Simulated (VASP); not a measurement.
# Ca (I4/mmm) in VASP: single point with LDA

Aim: the single point of Ca with LDA.

Everything below comes from runs of VASP 6.6.1. Logs are shortened: lines on timing, memory, paths and dates and some standing lists are left out, and cuts for length are marked.

### Step 1. The cell of the first run

It takes space group I4/mmm (No. 139, tetragonal). The conventional cell has a = 4.410 Å, b = 4.410 Å, c = 4.392 Å, α = 90.00°, β = 90.00°, γ = 90.00°. Within 5.0 Å of Ca (site symmetry 4/mmm) lie 14 Ca at 3.81 to 4.41 Å.

### Step 2. Single point, LDA

The input, INCAR:

```
SYSTEM = Ca
ALGO = Normal
EDIFF = 1E-7
ENCUT = 520
ISIF = 2
ISMEAR = -1
LASPH = .TRUE.
LCHARG = .FALSE.
LREAL = .FALSE.
LWAVE = .FALSE.
NBANDS = 11
NELM = 80
PREC = Accurate
SIGMA = 0.03
```

The input, KPOINTS:

```
k-points
0
G
  11 11 11
  0 0 0
```

The input, POSCAR:

```
Ca
1.0
   -2.2052049036      2.2052049036      2.1961148100
    2.2052049036     -2.2052049036      2.1961148100
    2.2052049036      2.2052049036     -2.1961148100
Ca
1
Direct
    0.5000000000      0.5000000000      0.0000000000
```

Potentials or basis: VASP PAW LDA potentials, release 64 (Ca_sv).

Started as:

```
> cat potpaw_LDA.64/Ca_sv/POTCAR > POTCAR
> mpirun -np 1 vasp_std > vasp.out
```

OUTCAR:

```text
SYSTEM = Ca
   EDIFF = 1E-7
   ENCUT = 520
   ISIF = 2
   ISMEAR = -1
   LASPH = .TRUE.
   LREAL = .FALSE.
   NELM = 80
   PREC = Accurate

 ion  position               nearest neighbor table
   1  0.500  0.500  0.000-

  LATTYP: Found a body centered tetragonal cell.
 ALAT       =     4.4104098072
 C/A-ratio  =     0.9958778916

  Lattice vectors:

 A1 = (  -2.2052049036,   2.2052049036,   2.1961148100)
 A2 = (   2.2052049036,  -2.2052049036,   2.1961148100)
 A3 = (   2.2052049036,   2.2052049036,  -2.1961148100)

Analysis of symmetry for initial positions (statically):
=====================================================================
 Subroutine PRICEL returns:
 Original cell was already a primitive cell.

 Routine SETGRP: Setting up the symmetry group for a
 body centered tetragonal supercell.

 Subroutine GETGRP returns: Found 16 space group operations
 (whereof 16 operations were pure point group operations)
 out of a pool of 16 trial point group operations.

The static configuration has the point symmetry D_4h.

Analysis of symmetry for dynamics (positions and initial velocities):
=====================================================================
 Subroutine PRICEL returns:
 Original cell was already a primitive cell.

 Routine SETGRP: Setting up the symmetry group for a
 body centered tetragonal supercell.

 Subroutine GETGRP returns: Found 16 space group operations
 (whereof 16 operations were pure point group operations)
 out of a pool of 16 trial point group operations.

The dynamic configuration has the point symmetry D_4h.

 Subroutine INISYM returns: Found 16 space group operations
 (whereof 16 operations are pure point group operations),
 and found     1 'primitive' translations

----------------------------------------------------------------------------------------

                                     Primitive cell

  volume of cell :      42.7182

  direct lattice vectors                    reciprocal lattice vectors
    -2.205204904  2.205204904  2.196114810     0.000000000  0.226736300  0.227674800
     2.205204904 -2.205204904  2.196114810     0.226736300  0.000000000  0.227674800
     2.205204904  2.205204904 -2.196114810     0.226736300  0.226736300  0.000000000

  length of vectors
     3.814285987  3.814285987  3.814285987     0.321317855  0.321317855  0.320653550

  position of ions in fractional coordinates (direct lattice)
     0.500000000  0.500000000  0.000000000

  ion indices of the primitive-cell ions
   primitive index   ion index
                 1           1

----------------------------------------------------------------------------------------

 KPOINTS: k-points

Automatic generation of k-mesh.
 Grid dimensions read from file:
 generate k-points for:   11   11   11

 Generating k-lattice:

  Cartesian coordinates                     Fractional coordinates (reciprocal lattice)
     0.000000000  0.020612391  0.020697709     0.090909091  0.000000000  0.000000000
     0.020612391  0.000000000  0.020697709     0.000000000  0.090909091  0.000000000
     0.020612391  0.020612391  0.000000000     0.000000000  0.000000000  0.090909091

  Length of vectors
     0.029210714  0.029210714  0.029150323

  Shift w.r.t. Gamma in fractional coordinates (k-lattice)
     0.000000000  0.000000000  0.000000000

 Subroutine IBZKPT returns following result:
 ===========================================

 Found    126 irreducible k-points:

 Following reciprocal coordinates:
            Coordinates               Weight
  0.000000  0.000000  0.000000      1.000000
  0.090909  0.000000 -0.000000      8.000000
  0.181818  0.000000  0.000000      8.000000
  0.272727  0.000000 -0.000000      8.000000
  0.363636  0.000000 -0.000000      8.000000
  0.454545  0.000000  0.000000      8.000000
[... 16 lines left out ...]
 -0.272727  0.181818  0.000000     16.000000
 -0.181818  0.181818  0.000000      4.000000
 [... further k-points ...]
   k-points           NKPTS =    126   k-points in BZ     NKDIM =    126   number of bands    NBANDS=     11
   number of dos      NEDOS =    301   number of ions     NIONS =      1
   total plane-waves  NPLWV =  21952
   dimension x,y,z NGX =    28 NGY =   28 NGZ =   28
   dimension x,y,z NGXF=    56 NGYF=   56 NGZF=   56
   ions per type =               1
   NGX,Y,Z   is equivalent  to a cutoff of  12.20, 12.20, 12.20 a.u.
   NGXF,Y,Z  is equivalent  to a cutoff of  24.41, 24.41, 24.41 a.u.
 SYSTEM =  Ca
   PREC   = accura    normal or accurate (medium, high low for compatibility)
   ISTART =      0    job   : 0-new  1-cont  2-samecut
   ICHARG =      2    charge: 1-file 2-atom 10-const
   ISPIN  =      1    spin polarized calculation?
   LNONCOLLINEAR =      F non collinear calculations
   LSORBIT =      F    spin-orbit coupling
   LASPH  =      T    aspherical Exc in radial PAW
   ENCUT  =  520.0 eV  38.22 Ry    6.18 a.u.   7.09  7.09  7.09*2*pi/ulx,y,z
   NELM   =     80;   NELMIN=  2; NELMDL= -5     # of ELM steps
   EDIFF  = 0.1E-06   stopping-criterion for ELM
   LREAL  =      F    real-space projection
   EDIFFG = 0.1E-05   stopping-criterion for IOM
   NSW    =      0    number of steps for IOM
   IBRION =     -1    ionic relax: 0-MD 1-quasi-New 2-CG
   NFREE  =      0    steps in history (QN), initial steepest desc. (CG)
   ISIF   =      2    stress and relaxation
   ISYM   =      2    0-nonsym 1-usesym 2-fastsym
   POTIM  = 0.5000    time-step for ionic-motion
   TEBEG  =    0.0;   TEEND  =   0.0 temperature during run
   PSTRESS=    0.0 pullay stress
   NELECT =      10.0000    total number of electrons
   NUPDOWN=      -1.0000    fix difference up-down
   EMIN   =  10.00;   EMAX   =-10.00  energy-range for DOS
   EFERMI =   0.00;   METHOD = LEGACY
   ISMEAR =    -1;   SIGMA  =   0.03  broadening in eV -4-tet -1-fermi 0-gaus
   EFERMI_NEDOS =   21; number of points for ismear=-14 and -15
   IALGO  =     38    algorithm
   IMIX   =      4    mixing-type and parameters
     AMIX     =   0.40;   BMIX     =  1.00
     AMIX_MAG =   1.60;   BMIX_MAG =  1.00
  volume/ion in A,a.u.               =      42.72       288.28
  Fermi-wavevector in a.u.,A,eV,Ry     =   1.008952  1.906643 13.850516  1.017984
  Thomas-Fermi vector in A             =   2.141851
   LORBIT       =      0    0 simple, 1 ext, 2 COOP (PROOUT), +10 PAW based schemes
   GGA     = CA    functional components
   LHFCALC =     F    Hartree Fock is set to
   AEXX    =    0.0000 exact exchange contribution
   IVDW    =     0    specifies the selected vdW correction
   LEPSILON=     F    determine dielectric tensor
   LRPA    =     F    only Hartree local field effects (RPA)
 non-spin polarized calculation
  energy-cutoff  :      520.00
  volume of cell :       42.72
 maximum number of plane-waves:      1163
   NGX = 15   NGY = 15   NGZ = 15

 number of electron      10.0000001 magnetization

 Free energy of the ion-electron system (eV)
  ---------------------------------------------------
  ext. energy  EPLUGINS =         0.00000000
  ---------------------------------------------------
  free energy    TOTEN  =        -2.16271780 eV

  energy without entropy =       -2.15776976  energy(sigma->0) =       -2.16024378

 E-fermi :   1.7967     XC(G=0):  -7.9231

 val. band max:        1.7895870202   @ k =  -0.4545  -0.4545   0.0909
 cond. band min:       1.7980903576   @ k =   0.4545   0.4545  -0.0000
 fundamental gap:      0.0085033374
 Fermi energy:         1.7967011862

 k-point     1 :       0.0000    0.0000    0.0000
  band No.  band energies     occupation
      1     -39.8466      2.00000
      2     -21.0565      2.00000
      3     -21.0555      2.00000
      4     -21.0555      2.00000
      5      -2.2570      2.00000
      6       3.9187      0.00000
      7       3.9368      0.00000
      8       3.9368      0.00000
      9       4.9754      0.00000
     10       4.9989      0.00000
     11      11.9946      0.00000

 k-point     2 :       0.0909    0.0000   -0.0000
  band No.  band energies     occupation
      1     -39.8454      2.00000
      2     -21.0674      2.00000
      3     -21.0593      2.00000
      4     -21.0560      2.00000
      5      -2.1082      2.00000
      6       3.8391      0.00000
      7       3.8809      0.00000
      8       4.0397      0.00000
      9       4.8926      0.00000
     10       4.9859      0.00000
     11      11.8023      0.00000

 k-point     3 :       0.1818    0.0000    0.0000
  band No.  band energies     occupation
      1     -39.8422      2.00000
      2     -21.0976      2.00000
      3     -21.0695      2.00000
      4     -21.0560      2.00000
      5      -1.6743      2.00000
      6       3.6145      0.00000
      7       3.6182      0.00000
      8       4.3639      0.00000
      9       4.7851      0.00000
     10       5.0077      0.00000
     11      10.6856      0.00000

 k-point     4 :       0.2727    0.0000   -0.0000
  band No.  band energies     occupation
      1     -39.8380      2.00000
      2     -21.1368      2.00000
      3     -21.0828      2.00000
      4     -21.0560      2.00000
      5      -0.9955      2.00000
      6       3.1172      0.00000
      7       3.3567      0.00000
      8       4.8276      0.00000
      9       4.8644      0.00000
     10       5.0673      0.00000
     11       9.1052      0.00000

 k-point     5 :       0.3636    0.0000   -0.0000
  band No.  band energies     occupation
      1     -39.8341      2.00000
      2     -21.1724      2.00000
      3     -21.0949      2.00000
      4     -21.0559      2.00000
      5      -0.1525      2.00000
      6       2.5369      0.00000
      7       3.1387      0.00000
      8       4.8966      0.00000
      9       5.1593      0.00000
     10       5.4535      0.00000
     11       7.7708      0.00000

 k-point     6 :       0.4545    0.0000    0.0000
  band No.  band energies     occupation
      1     -39.8318      2.00000
      2     -21.1934      2.00000
      3     -21.1021      2.00000
      4     -21.0559      2.00000
      5       0.6635      2.00000
      6       1.9552      0.01011
      7       3.0174      0.00000
      8       4.8903      0.00000
      9       5.2361      0.00000
     10       5.9202      0.00000
     11       7.0354      0.00000

 k-point     7 :       0.0909    0.0909   -0.0000
  band No.  band energies     occupation
      1     -39.8432      2.00000
      2     -21.0883      2.00000
      3     -21.0633      2.00000
      4     -21.0588      2.00000
      5      -1.8160      2.00000
      6       3.6952      0.00000
      7       3.7074      0.00000
      8       4.2627      0.00000
      9       4.7623      0.00000
     10       5.0249      0.00000
     11      11.3297      0.00000

 k-point     8 :       0.1818    0.0909   -0.0000
  band No.  band energies     occupation
      1     -39.8395      2.00000
      2     -21.1215      2.00000
      3     -21.0755      2.00000
      4     -21.0599      2.00000
      5      -1.2572      2.00000
      6       3.3349      0.00000
      7       3.4410      0.00000
      8       4.6739      0.00000
      9       4.7153      0.00000
     10       5.1016      0.00000
     11       9.8879      0.00000
[... 141 lines left out ...]
 k-point    19 :       0.3636    0.1818   -0.0000
  band No.  band energies     occupation
      1     -39.8308      2.00000
      2     -21.1805      2.00000
      3     -21.1159      2.00000
      4     -21.0684      2.00000
      5       1.0451      2.00000
      6       1.9932      0.00286
      7       2.8203      0.00000
      8       4.8424      0.00000
      9       5.2385      0.00000
     10       6.1971      0.00000
     11       6.6896      0.00000

 k-point    20 :       0.4545    0.1818    0.0000
  band No.  band energies     occupation
      1     -39.8308      2.00000
      2     -21.1803      2.00000
      3     -21.1160      2.00000
      4     -21.0683      2.00000
      5       1.0393      2.00000
      6       1.9980      0.00244
      7       2.8201      0.00000
      8       4.8450      0.00000
      9       5.2302      0.00000
     10       6.2001      0.00000
     11       6.6942      0.00000

 k-point    21 :      -0.4545    0.1818    0.0000
  band No.  band energies     occupation
      1     -39.8327      2.00000
      2     -21.1691      2.00000
      3     -21.1043      2.00000
      4     -21.0674      2.00000
      5       0.2114      2.00000
      6       2.5099      0.00000
      7       2.9655      0.00000
      8       4.8044      0.00000
      9       5.1913      0.00000
     10       5.7275      0.00000
     11       7.5121      0.00000

 k-point    22 :      -0.3636    0.1818    0.0000
  band No.  band energies     occupation
      1     -39.8360      2.00000
      2     -21.1478      2.00000
      3     -21.0877      2.00000
      4     -21.0650      2.00000
      5      -0.6084      2.00000
      6       2.9512      0.00000
      7       3.2015      0.00000
      8       4.7004      0.00000
      9       5.1428      0.00000
     10       5.2048      0.00000
     11       8.7763      0.00000

 k-point    23 :      -0.2727    0.1818    0.0000
  band No.  band energies     occupation
      1     -39.8395      2.00000
      2     -21.1210      2.00000
      3     -21.0762      2.00000
      4     -21.0593      2.00000
      5      -1.2618      2.00000
      6       3.3256      0.00000
      7       3.4553      0.00000
      8       4.6810      0.00000
      9       4.7021      0.00000
     10       5.1038      0.00000
     11       9.8576      0.00000

 k-point    24 :      -0.1818    0.1818    0.0000
  band No.  band energies     occupation
      1     -39.8422      2.00000
      2     -21.0971      2.00000
      3     -21.0703      2.00000
      4     -21.0553      2.00000
      5      -1.6768      2.00000
      6       3.6012      0.00000
      7       3.6323      0.00000
      8       4.3718      0.00000
      9       4.7662      0.00000
     10       5.0192      0.00000
     11      10.6484      0.00000

 [... further k-points ...]
[... 5 lines left out ...]
  --------------------------------------------------------------------------------------
  -------------------------------------------------------------------------------------
  Total       -0.5119881     -0.5119881     -0.5176109      0.0000000     -0.0000000     -0.0000000
  in kB      -19.2024896    -19.2024896    -19.4133774      0.0000000     -0.0000000     -0.0000000
  external PRESSURE =     -19.2727855 kB  Pullay stress =       0.0000000 kB

 VOLUME and BASIS-vectors are now :
 -----------------------------------------------------------------------------
  energy-cutoff  :      520.00
  volume of cell :       42.72
      direct lattice vectors                 reciprocal lattice vectors
    -2.205204904  2.205204904  2.196114810     0.000000000  0.226736300  0.227674800
     2.205204904 -2.205204904  2.196114810     0.226736300  0.000000000  0.227674800
     2.205204904  2.205204904 -2.196114810     0.226736300  0.226736300  0.000000000

 POSITION                                       TOTAL-FORCE (eV/Angst)
 -----------------------------------------------------------------------------------
      0.00000      0.00000      2.19611        -0.000000     -0.000000     -0.000000
 -----------------------------------------------------------------------------------
    total drift:                                0.000000     -0.000000      0.000000

  FREE ENERGIE OF THE ION-ELECTRON SYSTEM (eV)
  ---------------------------------------------------
  free  energy   TOTEN  =        -2.1627177997 eV

  energy  without entropy=       -2.1577697640  energy(sigma->0) =       -2.16024378
```

Run time: 34 s. Hardware: 1 thread of Intel Xeon Platinum 8259CL at 2.50GHz (Skylake/Cascade Lake), shared host; peak memory 0.18 GiB.

What came out:

* Free energy: -2.1627 eV
* Pressure: -1.9 GPa
* Band gap on the k mesh: zero (band 5 reaches 2.04 eV, above the bottom of band 6 at 1.79 eV)
